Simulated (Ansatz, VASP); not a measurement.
**CdSe in VASP and in Ansatz**

```
Cd Se
1.0
     0.00000    2.87396    2.87396
     2.87396    0.00000    2.87396
     2.87396    2.87396    0.00000
Cd Se
1 1
Cartesian
  0.0000 0.0000 0.0000
  2.8740 2.8740 2.8740
```

Alike in both runs: functional r2SCAN; k mesh 8 × 8 × 8; occupations fermi-dirac, width 0.05 eV; no spin polarisation.

```csv
,VASP,Ansatz
version,VASP 6.6.1,Ansatz 0.2.0
potentials or method,"VASP PAW PBE potentials, release 64 (Cd, Se)",Ansatz PAW
plane-wave cutoff (eV),520,500
valence electrons in the cell,18,36
task,single point,band structure
```

|  | VASP | Ansatz | Ansatz less VASP |
| --- | --- | --- | --- |
| gap on the k mesh at the Fermi level (eV) | none | none | - |
| pressure (GPa) | -1.8 | -2.1 | -0.32 |

VASP's potentials were made for PBE, not for r2SCAN. A gap of «none» marks a metal or a gap that the smearing closes. VASP's potentials hold 18 valence electrons a cell and Ansatz's 36, so a difference there can come from the potentials and not from the codes.
